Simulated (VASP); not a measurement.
# Rb2Hg (P4/mmm) in VASP: single point with PBE

Aim: the single point of Rb2Hg with PBE.

Everything below comes from runs of VASP 6.6.1. Logs are shortened: lines on timing, memory, paths and dates and some standing lists are left out, and cuts for length are marked.

## Step 1: The cell of the first run

The structure is tetragonal, space group P4/mmm (No. 123). Conventional cell: a = 6.413 Å, b = 6.413 Å, c = 4.445 Å, α = 90.00°, β = 90.00°, γ = 90.00°. Rb (site symmetry mmm) has 4 Hg at 3.90 Å and 6 Rb at 4.44 to 4.53 Å within 5.1 Å. Hg (site symmetry 4/mmm) has 8 Rb at 3.90 Å and 2 Hg at 4.44 Å within 5.1 Å.

## Step 2: Single point, PBE

The input, INCAR:

```
ALGO = Fast ; EDIFF = 1E-7
ENCUT = 520 ; GGA = PE
ISIF = 2 ; ISMEAR = -1
LASPH = T ; LCHARG = F
LREAL = F ; LWAVE = F
NBANDS = 22 ; NELM = 60
PREC = Accurate ; SIGMA = 0.15
```

The input, KPOINTS:

```
k-points
0
Gamma
  8 8 10
```

The input, POSCAR:

```
Rb2Hg
1.0
    6.4128264573      0.0000000000      0.0000000000
    0.0000000000      6.4128264573      0.0000000000
    0.0000000000      0.0000000000      4.4449949986
Rb Hg
2 1
Direct
    0.0000000000      0.5000000000      0.5000000000
    0.5000000000      0.0000000000      0.5000000000
    0.0000000000      0.0000000000      0.0000000000
```

Potentials or basis: VASP PAW PBE potentials, release 64 (Rb_sv, Hg).

Command:

```
$ cat potpaw_PBE.64/Rb_sv/POTCAR potpaw_PBE.64/Hg/POTCAR > POTCAR
$ mpirun -np 1 vasp_std > vasp.out
```

OUTCAR:

```text
EDIFF = 1E-7
   ENCUT = 520
   GGA = PE
   ISIF = 2
   ISMEAR = -1
   LASPH = T
   LREAL = F
   NELM = 60
   PREC = Accurate

 ion  position               nearest neighbor table
   1  0.000  0.500  0.500-   3 3.90   3 3.90   3 3.90   3 3.90   2 4.53   2 4.53   2 4.53   2 4.53

   2  0.500  0.000  0.500-   3 3.90   3 3.90   3 3.90   3 3.90   1 4.53   1 4.53   1 4.53   1 4.53

   3  0.000  0.000  0.000-   1 3.90   2 3.90   1 3.90   2 3.90   1 3.90   1 3.90   2 3.90   2 3.90

  LATTYP: Found a simple tetragonal cell.
 ALAT       =     6.4128264573
 C/A-ratio  =     0.6931413205

  Lattice vectors:

 A1 = (   6.4128264573,   0.0000000000,   0.0000000000)
 A2 = (   0.0000000000,   6.4128264573,   0.0000000000)
 A3 = (   0.0000000000,   0.0000000000,   4.4449949986)

Analysis of symmetry for initial positions (statically):
=====================================================================
 Subroutine PRICEL returns:
 Original cell was already a primitive cell.

 Routine SETGRP: Setting up the symmetry group for a
 simple tetragonal supercell.

 Subroutine GETGRP returns: Found 16 space group operations
 (whereof 16 operations were pure point group operations)
 out of a pool of 16 trial point group operations.

The static configuration has the point symmetry D_4h.

Analysis of symmetry for dynamics (positions and initial velocities):
=====================================================================
 Subroutine PRICEL returns:
 Original cell was already a primitive cell.

 Routine SETGRP: Setting up the symmetry group for a
 simple tetragonal supercell.

 Subroutine GETGRP returns: Found 16 space group operations
 (whereof 16 operations were pure point group operations)
 out of a pool of 16 trial point group operations.

The dynamic configuration has the point symmetry D_4h.

 Subroutine INISYM returns: Found 16 space group operations
 (whereof 16 operations are pure point group operations),
 and found     1 'primitive' translations

----------------------------------------------------------------------------------------

                                     Primitive cell

  volume of cell :     182.7975

  direct lattice vectors                    reciprocal lattice vectors
     6.412826457  0.000000000  0.000000000     0.155937480  0.000000000  0.000000000
     0.000000000  6.412826457  0.000000000     0.000000000  0.155937480  0.000000000
     0.000000000  0.000000000  4.444994999     0.000000000  0.000000000  0.224972132

  length of vectors
     6.412826457  6.412826457  4.444994999     0.155937480  0.155937480  0.224972132

  position of ions in fractional coordinates (direct lattice)
     0.000000000  0.500000000  0.500000000
     0.500000000  0.000000000  0.500000000
     0.000000000  0.000000000  0.000000000

  ion indices of the primitive-cell ions
   primitive index   ion index
                 1           1
                 2           2
                 3           3

----------------------------------------------------------------------------------------

 KPOINTS: k-points

Automatic generation of k-mesh.
 Grid dimensions read from file:
 generate k-points for:    8    8   10

 Generating k-lattice:

  Cartesian coordinates                     Fractional coordinates (reciprocal lattice)
     0.019492185  0.000000000  0.000000000     0.125000000  0.000000000  0.000000000
     0.000000000  0.019492185  0.000000000     0.000000000  0.125000000  0.000000000
     0.000000000  0.000000000  0.022497213     0.000000000  0.000000000  0.100000000

  Length of vectors
     0.019492185  0.019492185  0.022497213

  Shift w.r.t. Gamma in fractional coordinates (k-lattice)
     0.000000000  0.000000000  0.000000000

 Subroutine IBZKPT returns following result:
 ===========================================

 Found     90 irreducible k-points:

 Following reciprocal coordinates:
            Coordinates               Weight
  0.000000  0.000000  0.000000      1.000000
  0.125000  0.000000  0.000000      4.000000
  0.250000  0.000000  0.000000      4.000000
  0.375000  0.000000  0.000000      4.000000
  0.500000  0.000000  0.000000      2.000000
  0.125000  0.125000  0.000000      4.000000
[... 16 lines left out ...]
  0.375000  0.125000  0.100000     16.000000
  0.500000  0.125000  0.100000      8.000000
 [... further k-points ...]
   k-points           NKPTS =     90   k-points in BZ     NKDIM =     90   number of bands    NBANDS=     22
   number of dos      NEDOS =    301   number of ions     NIONS =      3
   total plane-waves  NPLWV =  82944
   dimension x,y,z NGX =    48 NGY =   48 NGZ =   36
   dimension x,y,z NGXF=    96 NGYF=   96 NGZF=   72
   ions per type =               2   1
   NGX,Y,Z   is equivalent  to a cutoff of  12.44, 12.44, 13.46 a.u.
   NGXF,Y,Z  is equivalent  to a cutoff of  24.89, 24.89, 26.93 a.u.
 SYSTEM =  unknown system
   PREC   = accura    normal or accurate (medium, high low for compatibility)
   ISTART =      0    job   : 0-new  1-cont  2-samecut
   ICHARG =      2    charge: 1-file 2-atom 10-const
   ISPIN  =      1    spin polarized calculation?
   LNONCOLLINEAR =      F non collinear calculations
   LSORBIT =      F    spin-orbit coupling
   LASPH  =      T    aspherical Exc in radial PAW
   ENCUT  =  520.0 eV  38.22 Ry    6.18 a.u.  11.92 11.92  8.26*2*pi/ulx,y,z
   NELM   =     60;   NELMIN=  2; NELMDL= -5     # of ELM steps
   EDIFF  = 0.1E-06   stopping-criterion for ELM
   LREAL  =      F    real-space projection
   EDIFFG = 0.1E-05   stopping-criterion for IOM
   NSW    =      0    number of steps for IOM
   IBRION =     -1    ionic relax: 0-MD 1-quasi-New 2-CG
   NFREE  =      0    steps in history (QN), initial steepest desc. (CG)
   ISIF   =      2    stress and relaxation
   ISYM   =      2    0-nonsym 1-usesym 2-fastsym
   POTIM  = 0.5000    time-step for ionic-motion
   TEBEG  =    0.0;   TEEND  =   0.0 temperature during run
   PSTRESS=    0.0 pullay stress
   NELECT =      30.0000    total number of electrons
   NUPDOWN=      -1.0000    fix difference up-down
   EMIN   =  10.00;   EMAX   =-10.00  energy-range for DOS
   EFERMI =   0.00;   METHOD = LEGACY
   ISMEAR =    -1;   SIGMA  =   0.15  broadening in eV -4-tet -1-fermi 0-gaus
   EFERMI_NEDOS =   21; number of points for ismear=-14 and -15
   IALGO  =     68    algorithm
   IMIX   =      4    mixing-type and parameters
     AMIX     =   0.40;   BMIX     =  1.00
     AMIX_MAG =   1.60;   BMIX_MAG =  1.00
  volume/ion in A,a.u.               =      60.93       411.19
  Fermi-wavevector in a.u.,A,eV,Ry     =   0.896311  1.693781 10.930547  0.803373
  Thomas-Fermi vector in A             =   2.018753
   LORBIT       =      0    0 simple, 1 ext, 2 COOP (PROOUT), +10 PAW based schemes
   GGA     = PE    functional components
   LHFCALC =     F    Hartree Fock is set to
   AEXX    =    0.0000 exact exchange contribution
   IVDW    =     0    specifies the selected vdW correction
   LEPSILON=     F    determine dielectric tensor
   LRPA    =     F    only Hartree local field effects (RPA)
 non-spin polarized calculation
 RMM-DIIS sequential band-by-band and
  energy-cutoff  :      520.00
  volume of cell :      182.80
 maximum number of plane-waves:      4944
 NGX is ok and might be reduce to    48
   NGX = 23   NGY = 23   NGZ = 17

 number of electron      30.0000002 magnetization

 Free energy of the ion-electron system (eV)
  ---------------------------------------------------
  ext. energy  EPLUGINS =         0.00000000
  ---------------------------------------------------
  free energy    TOTEN  =        -2.50624437 eV

  energy without entropy =       -2.34607507  energy(sigma->0) =       -2.42615972

 E-fermi :   0.4569     XC(G=0):  -6.4373

 val. band max:        0.4547773721   @ k =   0.3750   0.2500   0.4000
 cond. band min:       0.4854058069   @ k =   0.5000   0.1250   0.4000
 fundamental gap:      0.0306284348
 Fermi energy:         0.4568828067

 k-point     1 :       0.0000    0.0000    0.0000
  band No.  band energies     occupation
      1     -28.1334      2.00000
      2     -28.1219      2.00000
      3     -12.3000      2.00000
      4     -12.3000      2.00000
      5     -12.1645      2.00000
      6     -12.1631      2.00000
[... 14 lines left out ...]
     21       4.3762      0.00000
     22       5.1861      0.00000

 k-point     2 :       0.1250    0.0000    0.0000
  band No.  band energies     occupation
      1     -28.1330      2.00000
      2     -28.1224      2.00000
      3     -12.2965      2.00000
      4     -12.2954      2.00000
      5     -12.1696      2.00000
      6     -12.1679      2.00000
[... 14 lines left out ...]
     21       4.2486      0.00000
     22       4.7198      0.00000

 k-point     3 :       0.2500    0.0000    0.0000
  band No.  band energies     occupation
      1     -28.1317      2.00000
      2     -28.1236      2.00000
      3     -12.2863      2.00000
      4     -12.2828      2.00000
      5     -12.1869      2.00000
      6     -12.1809      2.00000
[... 14 lines left out ...]
     21       4.0151      0.00000
     22       4.2571      0.00000

 k-point     4 :       0.3750    0.0000    0.0000
  band No.  band energies     occupation
      1     -28.1298      2.00000
      2     -28.1254      2.00000
      3     -12.2706      2.00000
      4     -12.2657      2.00000
      5     -12.2097      2.00000
      6     -12.1986      2.00000
[... 14 lines left out ...]
     21       3.8355      0.00000
     22       4.1113      0.00000

 k-point     5 :       0.5000    0.0000    0.0000
  band No.  band energies     occupation
      1     -28.1277      2.00000
      2     -28.1276      2.00000
      3     -12.2588      2.00000
      4     -12.2549      2.00000
      5     -12.2245      2.00000
      6     -12.2096      2.00000
[... 417 lines left out ...]
 k-point    22 :       0.2500    0.1250    0.1000
  band No.  band energies     occupation
      1     -28.1307      2.00000
      2     -28.1232      2.00000
      3     -12.3017      2.00000
      4     -12.2580      2.00000
      5     -12.2102      2.00000
      6     -12.1779      2.00000
[... 14 lines left out ...]
     21       3.6856      0.00000
     22       4.6719      0.00000

 k-point    23 :       0.3750    0.1250    0.1000
  band No.  band energies     occupation
      1     -28.1289      2.00000
      2     -28.1249      2.00000
      3     -12.2934      2.00000
      4     -12.2375      2.00000
      5     -12.2352      2.00000
      6     -12.1746      2.00000
[... 14 lines left out ...]
     21       3.9067      0.00000
     22       4.3615      0.00000

 k-point    24 :       0.5000    0.1250    0.1000
  band No.  band energies     occupation
      1     -28.1269      2.00000
      2     -28.1269      2.00000
      3     -12.2853      2.00000
      4     -12.2504      2.00000
      5     -12.2250      2.00000
      6     -12.1806      2.00000
[... 14 lines left out ...]
     21       4.0051      0.00000
     22       4.2442      0.00000

 [... further k-points ...]

------------------------ aborting loop because EDIFF is reached ----------------------------------------

  FORCE on cell =-STRESS in cart. coord.  units (eV):
  Direction    XX          YY          ZZ          XY          YZ          ZX
  --------------------------------------------------------------------------------------
  -------------------------------------------------------------------------------------
  Total       -0.0130559     -0.0130559     -0.0032001      0.0000000      0.0000000      0.0000000
  in kB       -0.1144316     -0.1144316     -0.0280481      0.0000000      0.0000000      0.0000000
  external PRESSURE =      -0.0856371 kB  Pullay stress =       0.0000000 kB

 VOLUME and BASIS-vectors are now :
 -----------------------------------------------------------------------------
  energy-cutoff  :      520.00
  volume of cell :      182.80
      direct lattice vectors                 reciprocal lattice vectors
     6.412826457  0.000000000  0.000000000     0.155937480  0.000000000  0.000000000
     0.000000000  6.412826457  0.000000000     0.000000000  0.155937480  0.000000000
     0.000000000  0.000000000  4.444994999     0.000000000  0.000000000  0.224972132

 POSITION                                       TOTAL-FORCE (eV/Angst)
 -----------------------------------------------------------------------------------
      0.00000      3.20641      2.22250         0.000000      0.000000      0.000000
      3.20641      0.00000      2.22250         0.000000      0.000000      0.000000
      0.00000      0.00000      0.00000         0.000000      0.000000      0.000000
 -----------------------------------------------------------------------------------
    total drift:                                0.000000      0.000000     -0.000000

  FREE ENERGIE OF THE ION-ELECTRON SYSTEM (eV)
  ---------------------------------------------------
  free  energy   TOTEN  =        -2.5062443665 eV

  energy  without entropy=       -2.3460750673  energy(sigma->0) =       -2.42615972
```

It took 3.1 min on 1 thread of Intel Xeon 6975P-C (Granite Rapids), shared host; peak memory 0.51 GiB.

What came out:

| Item | Value |
| --- | --- |
| Free energy | -2.5062 eV |
| Pressure | 0.0 GPa |
| Band gap on the k mesh | zero (bands 15 and 16 overlap by 1.31 eV) |

Caveat: spin-orbit coupling is left out, which moves the levels of the heavy elements.
